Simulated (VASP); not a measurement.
# Os (Fd-3m) in VASP: notebook

The runs below take Os through single point, relaxation of cell and atoms, with PBE.

Everything below comes from runs of VASP 6.6.1. Logs are shortened: lines on timing, memory, paths and dates and some standing lists are left out, and cuts for length are marked.

### Step 1. The cell of the first run

It takes space group Fd-3m (No. 227, cubic). Conventional cell: a = 5.300 Å, b = 5.300 Å, c = 5.300 Å, α = 90.00°, β = 90.00°, γ = 90.00°. Os (site symmetry -43m) has 4 Os at 2.30 Å within 3.0 Å.

This isn't the form of Os at room conditions, which is hcp.

### Step 2. Single point, PBE

INCAR reads:

```
ALGO = Normal ; EDIFF = 1E-7
ENCUT = 520 ; GGA = PE
ISIF = 2 ; ISMEAR = -1
LASPH = T ; LCHARG = F
LREAL = F ; LWAVE = F
NBANDS = 15 ; NELM = 60
PREC = Accurate ; SIGMA = 0.1
```

KPOINTS reads:

```
k-points
0
Gamma
  13 13 13
```

POSCAR reads:

```
Os
1.0
    0.0000000000      2.6502455274      2.6502455274
    2.6502455274      0.0000000000      2.6502455274
    2.6502455274      2.6502455274      0.0000000000
Os
2
Direct
   -0.1250000000     -0.1250000000     -0.1250000000
    0.1250000000      0.1250000000      0.1250000000
```

Potentials or basis: VASP PAW PBE potentials, release 64 (Os).

Run with:

```sh
> cat potpaw_PBE.64/Os/POTCAR > POTCAR
> mpirun -np 1 vasp_std > vasp.out
```

OUTCAR:

```text
EDIFF = 1E-7
   ENCUT = 520
   GGA = PE
   ISIF = 2
   ISMEAR = -1
   LASPH = T
   LREAL = F
   NELM = 60
   PREC = Accurate

 ion  position               nearest neighbor table
   1  0.875  0.875  0.875-   2 2.30   2 2.30   2 2.30   2 2.30
   2  0.125  0.125  0.125-   1 2.30   1 2.30   1 2.30   1 2.30

  LATTYP: Found a face centered cubic cell.
 ALAT       =     5.3004910548

  Lattice vectors:

 A1 = (   0.0000000000,   2.6502455274,   2.6502455274)
 A2 = (   2.6502455274,   0.0000000000,   2.6502455274)
 A3 = (   2.6502455274,   2.6502455274,   0.0000000000)

Analysis of symmetry for initial positions (statically):
=====================================================================
 Subroutine PRICEL returns:
 Original cell was already a primitive cell.

 Routine SETGRP: Setting up the symmetry group for a
 face centered cubic supercell.

 Subroutine GETGRP returns: Found 48 space group operations
 (whereof 12 operations were pure point group operations)
 out of a pool of 48 trial point group operations.

The static configuration has the point symmetry D_3d.
 The point group associated with its full space group is O_h .

Analysis of symmetry for dynamics (positions and initial velocities):
=====================================================================
 Subroutine PRICEL returns:
 Original cell was already a primitive cell.

 Routine SETGRP: Setting up the symmetry group for a
 face centered cubic supercell.

 Subroutine GETGRP returns: Found 48 space group operations
 (whereof 12 operations were pure point group operations)
 out of a pool of 48 trial point group operations.

The dynamic configuration has the point symmetry D_3d.
 The point group associated with its full space group is O_h .

 Subroutine INISYM returns: Found 48 space group operations
 (whereof 12 operations are pure point group operations),
 and found     1 'primitive' translations

----------------------------------------------------------------------------------------

                                     Primitive cell

  volume of cell :      37.2296

  direct lattice vectors                    reciprocal lattice vectors
     0.000000000  2.650245527  2.650245527    -0.188661765  0.188661765  0.188661765
     2.650245527  0.000000000  2.650245527     0.188661765 -0.188661765  0.188661765
     2.650245527  2.650245527  0.000000000     0.188661765  0.188661765 -0.188661765

  length of vectors
     3.748013168  3.748013168  3.748013168     0.326771763  0.326771763  0.326771763

  position of ions in fractional coordinates (direct lattice)
     0.875000000  0.875000000  0.875000000
     0.125000000  0.125000000  0.125000000

  ion indices of the primitive-cell ions
   primitive index   ion index
                 1           1
                 2           2

----------------------------------------------------------------------------------------

 KPOINTS: k-points

Automatic generation of k-mesh.
 Grid dimensions read from file:
 generate k-points for:   13   13   13

 Generating k-lattice:

  Cartesian coordinates                     Fractional coordinates (reciprocal lattice)
    -0.014512443  0.014512443  0.014512443     0.076923077  0.000000000  0.000000000
     0.014512443 -0.014512443  0.014512443     0.000000000  0.076923077  0.000000000
     0.014512443  0.014512443 -0.014512443     0.000000000  0.000000000  0.076923077

  Length of vectors
     0.025136289  0.025136289  0.025136289

  Shift w.r.t. Gamma in fractional coordinates (k-lattice)
     0.000000000  0.000000000  0.000000000

 Subroutine IBZKPT returns following result:
 ===========================================

 Found     84 irreducible k-points:

 Following reciprocal coordinates:
            Coordinates               Weight
  0.000000  0.000000  0.000000      1.000000
  0.076923  0.000000  0.000000      8.000000
  0.153846  0.000000  0.000000      8.000000
  0.230769  0.000000  0.000000      8.000000
  0.307692  0.000000  0.000000      8.000000
  0.384615  0.000000  0.000000      8.000000
[... 16 lines left out ...]
  0.384615  0.153846  0.000000     24.000000
  0.461538  0.153846  0.000000     24.000000
 [... further k-points ...]
   k-points           NKPTS =     84   k-points in BZ     NKDIM =     84   number of bands    NBANDS=     15
   number of dos      NEDOS =    301   number of ions     NIONS =      2
   total plane-waves  NPLWV =  21952
   dimension x,y,z NGX =    28 NGY =   28 NGZ =   28
   dimension x,y,z NGXF=    56 NGYF=   56 NGZF=   56
   ions per type =               2
   NGX,Y,Z   is equivalent  to a cutoff of  12.42, 12.42, 12.42 a.u.
   NGXF,Y,Z  is equivalent  to a cutoff of  24.84, 24.84, 24.84 a.u.
 SYSTEM =  unknown system
   PREC   = accura    normal or accurate (medium, high low for compatibility)
   ISTART =      0    job   : 0-new  1-cont  2-samecut
   ICHARG =      2    charge: 1-file 2-atom 10-const
   ISPIN  =      1    spin polarized calculation?
   LNONCOLLINEAR =      F non collinear calculations
   LSORBIT =      F    spin-orbit coupling
   LASPH  =      T    aspherical Exc in radial PAW
   ENCUT  =  520.0 eV  38.22 Ry    6.18 a.u.   6.97  6.97  6.97*2*pi/ulx,y,z
   NELM   =     60;   NELMIN=  2; NELMDL= -5     # of ELM steps
   EDIFF  = 0.1E-06   stopping-criterion for ELM
   LREAL  =      F    real-space projection
   EDIFFG = 0.1E-05   stopping-criterion for IOM
   NSW    =      0    number of steps for IOM
   IBRION =     -1    ionic relax: 0-MD 1-quasi-New 2-CG
   NFREE  =      0    steps in history (QN), initial steepest desc. (CG)
   ISIF   =      2    stress and relaxation
   ISYM   =      2    0-nonsym 1-usesym 2-fastsym
   POTIM  = 0.5000    time-step for ionic-motion
   TEBEG  =    0.0;   TEEND  =   0.0 temperature during run
   PSTRESS=    0.0 pullay stress
   NELECT =      16.0000    total number of electrons
   NUPDOWN=      -1.0000    fix difference up-down
   EMIN   =  10.00;   EMAX   =-10.00  energy-range for DOS
   EFERMI =   0.00;   METHOD = LEGACY
   ISMEAR =    -1;   SIGMA  =   0.10  broadening in eV -4-tet -1-fermi 0-gaus
   EFERMI_NEDOS =   21; number of points for ismear=-14 and -15
   IALGO  =     38    algorithm
   IMIX   =      4    mixing-type and parameters
     AMIX     =   0.40;   BMIX     =  1.00
     AMIX_MAG =   1.60;   BMIX_MAG =  1.00
  volume/ion in A,a.u.               =      18.61       125.62
  Fermi-wavevector in a.u.,A,eV,Ry     =   1.235432  2.334627 20.766454  1.526291
  Thomas-Fermi vector in A             =   2.370081
   LORBIT       =      0    0 simple, 1 ext, 2 COOP (PROOUT), +10 PAW based schemes
   GGA     = PE    functional components
   LHFCALC =     F    Hartree Fock is set to
   AEXX    =    0.0000 exact exchange contribution
   IVDW    =     0    specifies the selected vdW correction
   LEPSILON=     F    determine dielectric tensor
   LRPA    =     F    only Hartree local field effects (RPA)
 non-spin polarized calculation
  energy-cutoff  :      520.00
  volume of cell :       37.23
 maximum number of plane-waves:      1018
   NGX = 13   NGY = 13   NGZ = 13

 number of electron      15.9999999 magnetization

 Free energy of the ion-electron system (eV)
  ---------------------------------------------------
  ext. energy  EPLUGINS =         0.00000000
  ---------------------------------------------------
  free energy    TOTEN  =       -19.46057501 eV

  energy without entropy =      -19.41437509  energy(sigma->0) =      -19.43747505

 E-fermi :   5.9395     XC(G=0): -11.9635

 val. band max:        5.8760327872   @ k =   0.3077   0.1538   0.0769
 cond. band min:       5.9425798942   @ k =  -0.4615   0.1538   0.0000
 fundamental gap:      0.0665471070
 Fermi energy:         5.9394771395

 k-point     1 :       0.0000    0.0000    0.0000
  band No.  band energies     occupation
      1      -2.5079      2.00000
      2       0.8958      2.00000
      3       0.8958      2.00000
      4       1.8712      2.00000
      5       1.8712      2.00000
      6       1.8712      2.00000
      7       5.3112      1.99627
      8       5.3112      1.99627
      9       5.3112      1.99627
     10       9.1385      0.00000
     11       9.1385      0.00000
     12      17.6380      0.00000
     13      18.1559      0.00000
     14      19.1432      0.00000
     15      19.1432      0.00000

 k-point     2 :       0.0769    0.0000    0.0000
  band No.  band energies     occupation
      1      -2.3815      2.00000
      2       0.8280      2.00000
      3       0.8280      2.00000
      4       1.8514      2.00000
      5       1.9927      2.00000
      6       1.9927      2.00000
      7       5.1482      1.99927
      8       5.2867      1.99708
      9       5.2867      1.99708
     10       9.1241      0.00000
     11       9.1241      0.00000
     12      17.1933      0.00000
     13      18.2748      0.00000
     14      19.1953      0.00000
     15      19.1953      0.00000

 k-point     3 :       0.1538    0.0000    0.0000
  band No.  band energies     occupation
      1      -2.0162      2.00000
      2       0.7229      2.00000
      3       0.7229      2.00000
      4       1.8000      2.00000
      5       2.2197      2.00000
      6       2.2197      2.00000
      7       4.7324      1.99999
      8       5.2595      1.99778
      9       5.2595      1.99778
     10       9.0723      0.00000
     11       9.0723      0.00000
     12      16.4728      0.00000
     13      17.4242      0.00000
     14      19.2602      0.00000
     15      19.2602      0.00000
[... 343 lines left out ...]
 k-point    23 :       0.3846    0.1538    0.0000
  band No.  band energies     occupation
      1      -0.1852      2.00000
      2       0.1472      2.00000
      3       1.3673      2.00000
      4       1.6019      2.00000
      5       1.7234      2.00000
      6       2.7979      2.00000
      7       3.7921      2.00000
      8       5.5937      1.93895
      9       6.3524      0.03167
     10       7.7257      0.00000
     11       9.2239      0.00000
     12      11.7731      0.00000
     13      15.5304      0.00000
     14      15.6624      0.00000
     15      17.0711      0.00000

 k-point    24 :       0.4615    0.1538    0.0000
  band No.  band energies     occupation
      1       0.2525      2.00000
      2       0.3258      2.00000
      3       1.1969      2.00000
      4       1.4062      2.00000
      5       1.8721      2.00000
      6       2.5910      2.00000
      7       4.2082      2.00000
      8       5.8231      1.52391
      9       6.3212      0.04303
     10       7.9505      0.00000
     11       8.8520      0.00000
     12      10.1312      0.00000
     13      15.0147      0.00000
     14      15.3385      0.00000
     15      17.0124      0.00000

 [... further k-points ...]

------------------------ aborting loop because EDIFF is reached ----------------------------------------

  FORCE on cell =-STRESS in cart. coord.  units (eV):
  Direction    XX          YY          ZZ          XY          YZ          ZX
  --------------------------------------------------------------------------------------
  -------------------------------------------------------------------------------------
  Total        8.8010006      8.8010006      8.8010006      0.0000000     -0.0000000     -0.0000000
  in kB      378.7514505    378.7514505    378.7514505      0.0000000     -0.0000000     -0.0000000
  external PRESSURE =     378.7514505 kB  Pullay stress =       0.0000000 kB

 VOLUME and BASIS-vectors are now :
 -----------------------------------------------------------------------------
  energy-cutoff  :      520.00
  volume of cell :       37.23
      direct lattice vectors                 reciprocal lattice vectors
     0.000000000  2.650245527  2.650245527    -0.188661765  0.188661765  0.188661765
     2.650245527  0.000000000  2.650245527     0.188661765 -0.188661765  0.188661765
     2.650245527  2.650245527  0.000000000     0.188661765  0.188661765 -0.188661765

 POSITION                                       TOTAL-FORCE (eV/Angst)
 -----------------------------------------------------------------------------------
      4.63793      4.63793      4.63793        -0.000000     -0.000000     -0.000000
      0.66256      0.66256      0.66256         0.000000      0.000000      0.000000
 -----------------------------------------------------------------------------------
    total drift:                                0.000000     -0.000000     -0.000000

  FREE ENERGIE OF THE ION-ELECTRON SYSTEM (eV)
  ---------------------------------------------------
  free  energy   TOTEN  =       -19.4605750094 eV

  energy  without entropy=      -19.4143750946  energy(sigma->0) =      -19.43747505
```

It took 16 s on 1 thread of Intel Xeon 6975P-C (Granite Rapids), shared host; peak memory 0.18 GiB.

Results:

* Free energy: -19.4606 eV
* Pressure: 37.9 GPa
* Band gap on the k mesh: zero (bands 8 and 9 overlap by 1.37 eV)

Caveat: the cell stands under pressure; spin-orbit coupling is left out, which moves the levels of the heavy elements.

### Step 3. Relaxation of cell and atoms, PBE, target pressure 40 GPa, at which the enthalpy is minimised

This run uses another cell than the first one, of 15.91 Å³/atom.

INCAR reads:

```
SYSTEM = Os
PREC = Accurate
ENCUT = 600
EDIFF = 1E-6
ISMEAR = -1
SIGMA = 0.1
LREAL = .False.
LASPH = .True.
NELM = 100
ALGO = Normal
ISIF = 3
LWAVE = .False.
LCHARG = .False.
GGA = PE
IBRION = 2
NSW = 60
EDIFFG = -0.005
PSTRESS = 400.0
```

KPOINTS reads:

```
Automatic mesh
0
Gamma
  13 13 13
  0 0 0
```

POSCAR reads:

```
Os
1.0
    0.0000000000      2.5150934832      2.5150934832
    2.5150934832      0.0000000000      2.5150934832
    2.5150934832      2.5150934832      0.0000000000
Os
2
Direct
   -0.1250000000     -0.1250000000     -0.1250000000
    0.1250000000      0.1250000000      0.1250000000
```

Potentials or basis: VASP PAW PBE potentials, release 64 (Os).

Run with:

```sh
> cat potpaw_PBE.64/Os/POTCAR > POTCAR
> mpirun -np 1 vasp_std > vasp.out
```

It took 5.4 min on 1 thread of Intel Xeon 8259CL, shared host; peak memory 0.19 GiB.

It converged, with:

| Quantity | Value |
| --- | --- |
| Free energy | -19.4064 eV |
| Relaxed volume | 18.51 Å³/atom |
| Relaxed cell | a = 3.741 Å, b = 3.741 Å, c = 3.741 Å, α = 60.00°, β = 60.00°, γ = 60.00° |
| Space group after relaxing (to 0.1 Å) | Fd-3m (No. 227) |
| Energy change on relaxing (the run minimises the enthalpy) | -1181.0 meV/atom |
| Ionic steps | 8 |
| Pressure after relaxing | 40.0 GPa |
| Band gap on the k mesh | zero (bands 8 and 9 overlap by 1.38 eV) |

The path:
```csv
step,energy change (eV),largest force (eV/Å),pressure (GPa),volume (Å³)
1,0.0000,0.0000,113.96,31.82
2,2.9378,0.0000,-27.67,79.04
3,-2.8123,0.0000,18.60,39.53
4,-2.4490,0.0000,36.45,37.38
5,-2.3608,0.0000,40.06,37.01
6,-2.3878,0.0000,38.96,37.12
7,-2.2489,0.0000,44.42,36.59
8,-2.3619,0.0000,40.01,37.02
```

Final structure:
```yaml
crystal:
  lattice:
    - [0.00000, 2.64515, 2.64515]
    - [2.64515, 0.00000, 2.64515]
    - [2.64515, 2.64515, 0.00000]
  atoms:
    - { symbol: Os, position: [0.87500, 0.87500, 0.87500] }
    - { symbol: Os, position: [0.12500, 0.12500, 0.12500] }
```

Levels at points of the mesh, in eV from the Fermi level:
```csv
k point,band 4,band 5,band 6,band 7,band 8,band 9,band 10,band 11,band 12
"(0.00, 0.00, 0.00)",-4.09,-4.09,-4.09,-0.63,-0.63,-0.63,3.23,3.23,11.71
```

Caveat: the cell is relaxed towards a set pressure, so the run minimises the enthalpy, not the energy; the volume moved by over 15 % at a fixed basis, so the end points are rough; spin-orbit coupling is left out, which moves the levels of the heavy elements.

### Step 4. Relaxation of cell and atoms, PBE, target pressure 40 GPa, at which the enthalpy is minimised

INCAR reads:

```
SYSTEM = Os
PREC = Accurate ; ENCUT = 600
EDIFF = 1E-6 ; ISMEAR = -1
SIGMA = 0.1 ; LREAL = .FALSE.
LASPH = .TRUE. ; NELM = 100
ALGO = Normal ; ISIF = 3
LWAVE = .FALSE. ; LCHARG = .FALSE.
GGA = PE ; IBRION = 2
NSW = 32 ; EDIFFG = -0.005
PSTRESS = 400.0
```

KPOINTS reads:

```
regular mesh
0
G
  13 13 13
  0 0 0
```

POSCAR reads:

```
Os
1.0
    0.0000000000      2.6502455274      2.6502455274
    2.6502455274      0.0000000000      2.6502455274
    2.6502455274      2.6502455274      0.0000000000
Os
2
Direct
   -0.1250000000     -0.1250000000     -0.1250000000
    0.1250000000      0.1250000000      0.1250000000
```

Run with:

```sh
> cat potpaw_PBE.64/Os/POTCAR > POTCAR
> mpirun -np 1 vasp_std > vasp.out
```

It took 2.9 min on 1 thread of Intel Xeon 8259CL, shared host; peak memory 0.2 GiB.

Results (log left out):

| Item | Value |
| --- | --- |
| Free energy | -19.4100 eV |
| Relaxed volume | 18.51 Å³/atom |
| Relaxed cell | a = 3.741 Å, b = 3.741 Å, c = 3.741 Å, α = 60.00°, β = 60.00°, γ = 60.00° |
| Space group after relaxing (to 0.1 Å) | Fd-3m (No. 227) |
| Energy change on relaxing (the run minimises the enthalpy) | +25.0 meV/atom |
| Ionic steps | 3 |
| Pressure after relaxing | 40.0 GPa |
| Band gap on the k mesh | zero (bands 8 and 9 overlap by 1.38 eV) |

Step by step:
```
step  energy change (eV)  largest force (eV/Å)  pressure (GPa)  volume (Å³)
   1              0.0000                0.0000           37.95        37.23
   2              0.3521                0.0000           51.33        35.96
   3              0.0501                0.0000           39.98        37.02
```

Final structure:
```cif
data_structure
_symmetry_space_group_name_H-M 'P 1'
_symmetry_Int_Tables_number 1
_cell_length_a 3.7411
_cell_length_b 3.7411
_cell_length_c 3.7411
_cell_angle_alpha 60.000
_cell_angle_beta 60.000
_cell_angle_gamma 60.000
_cell_volume 37.02
loop_
_atom_site_label
_atom_site_type_symbol
_atom_site_fract_x
_atom_site_fract_y
_atom_site_fract_z
_atom_site_occupancy
Os1 Os 0.87500 0.87500 0.87500 1
Os2 Os 0.12500 0.12500 0.12500 1
```

Levels at points of the mesh, in eV from the Fermi level:
```
           k point  band 6  band 7  band 8  band 9  band 10  band 11
(0.00, 0.00, 0.00)   -4.09   -0.63   -0.63   -0.63     3.23     3.23
```

Caveat: the cell is relaxed towards a set pressure, so the run minimises the enthalpy, not the energy; spin-orbit coupling is left out, which moves the levels of the heavy elements.

### Step 5. Summary

| task | cell | cutoff (eV) | gap on the mesh (eV) | pressure (GPa) |
| --- | --- | --- | --- | --- |
| single point | a = 3.748 Å, angles 60.0°, 2 atoms | 520 | none | 37.9 |
| relaxation of cell and atoms | relaxed to 40 GPa from a = 3.557 Å, angles 60.0°, 2 atoms | 600 | none | 40.0 |
| relaxation of cell and atoms | relaxed to 40 GPa from a = 3.748 Å, angles 60.0°, 2 atoms | 600 | none | 40.0 |

Alike in all rows: level PBE; potentials or basis VASP PAW PBE potentials, release 64 (Os); no spin polarisation; k mesh 13 × 13 × 13; smearing fermi-dirac 0.1 eV.

Caveats: spin-orbit coupling is left out, which moves the levels of the heavy elements; the cell is relaxed towards a set pressure, so the run minimises the enthalpy, not the energy (at least some runs); the cell stands under pressure (at least some runs); the volume moved by over 15 % at a fixed basis, so the end points are rough (at least some runs).

Absolute energies hang on the potentials; compare differences alone.
